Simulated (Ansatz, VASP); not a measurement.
# Cu in VASP and in Ansatz

Contents of INCAR:

```
PREC     = Accurate       # precision mode
ENCUT    = 520            # plane-wave cutoff, eV
EDIFF    = 1E-7           # SCF threshold, eV
ISMEAR   = 0              # smearing method
SIGMA    = 0.15           # smearing width, eV
LREAL    = False          # projectors in reciprocal space
LASPH    = True           # aspherical terms in the spheres
NELM     = 60             # most SCF steps
ALGO     = Fast           # electronic algorithm
ISIF     = 2              # what is computed and relaxed
LWAVE    = False          # write WAVECAR
LCHARG   = False          # write CHGCAR
GGA      = PE             # functional
NBANDS   = 18             # bands
```

File KPOINTS:

```
regular mesh
0
Gamma
  24 24 12
```

The input POSCAR:

```
Cu
1.0
    2.4707442531      0.0000000000      0.0000000000
   -1.2353721265      2.1397272894      0.0000000000
    0.0000000000      0.0000000000      3.9069424500
Cu
2
Direct
    0.3333333333      0.6666666667      0.2500000000
    0.6666666667      0.3333333333      0.7500000000
```

Input for Ansatz:

```yaml
crystal:
  lattice:
    - [2.4707442531, 0.0, 0.0]
    - [-1.2353721265, 2.1397272894, 0.0]
    - [0.0, 0.0, 3.90694245]
  atoms:
    - { symbol: Cu, position: [0.3333333333, 0.6666666667, 0.25] }
    - { symbol: Cu, position: [0.6666666667, 0.3333333333, 0.75] }
basis:
  ecutwfc: 420
kpoints:
  mp_grid: { grid: [24, 24, 12] }
hamiltonian:
  xc: pbe
scf:
  occupations: { method: gaussian, width: 0.15 }
output:
  forces: true
  stress: true
  eigenvalues: true
```

Change from the starting cell: strain -0.025 along x and y, -0.050 along z, atoms carried along.

Alike in both runs: task single point; functional PBE; k mesh 24 × 24 × 12; occupations gaussian, width 0.15 eV; no spin polarisation.

|  | VASP | Ansatz |
| --- | --- | --- |
| version | VASP 6.6.1 | Ansatz 0.2.0 |
| potentials or method | VASP PAW PBE potentials, release 64 (Cu), cutoff 520 eV | scalar-relativistic, plane waves, PAW |
| valence electrons in the cell | 22 | 38 |

VASP gave:

* gap on the k mesh at the Fermi level (eV): none
* pressure (GPa): 30.6
* traceless stress, the component that is largest in VASP (GPa): 6.72

Question: Estimate Ansatz's values.

Answer: gap on the k mesh at the Fermi level (eV): none; pressure (GPa): 30.2; traceless stress, the component that is largest in VASP (GPa): 6.73.

A gap of «none» marks a metal or a gap that the smearing closes. Both programs put the cell under a high pressure, so it lies far from rest at this level. With one functional, cell and mesh, what is left measures potentials, basis and numerics. VASP's potentials hold 22 valence electrons a cell and Ansatz's 38, so a difference there can come from the potentials and not from the codes.
